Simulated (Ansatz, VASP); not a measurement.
# TaSiF: VASP beside Ansatz

```
Ta Si F
1.0
     3.31152    0.00000    0.00000
     0.00000    3.31152    0.00000
     0.00000    0.00000    4.30452
Ta Si F
1 1 1
Direct
  0.00000 0.00000 0.50000
  0.50000 0.50000 0.50000
  0.00000 0.00000 0.00000
```

Alike in both runs: task single point; functional PBE; k mesh 6 × 6 × 4; occupations gaussian, width 0.1 eV; no spin polarisation.

```csv
,VASP,Ansatz
version,VASP 6.6.1,Ansatz 0.2.0
potentials or method,"VASP PAW PBE potentials, release 64 (Ta_pv, Si, F), cutoff 520 eV","scalar-relativistic, plane waves, PAW"
valence electrons in the cell,22,24
```

```tsv
	VASP	Ansatz	Ansatz less VASP
gap on the k mesh at the Fermi level (eV)	none	none	-
pressure (GPa)	22.8	22.7	-0.12
traceless stress, the component that is largest in VASP (GPa)	-30.46	-30.58	-0.118
```

A gap of «none» marks a metal or a gap that the smearing closes. VASP's potentials hold 22 valence electrons a cell and Ansatz's 24, so a difference there can come from the potentials and not from the codes.

The k mesh is coarse, so the values compare programs but aren't converged. Spin-orbit coupling is off throughout.
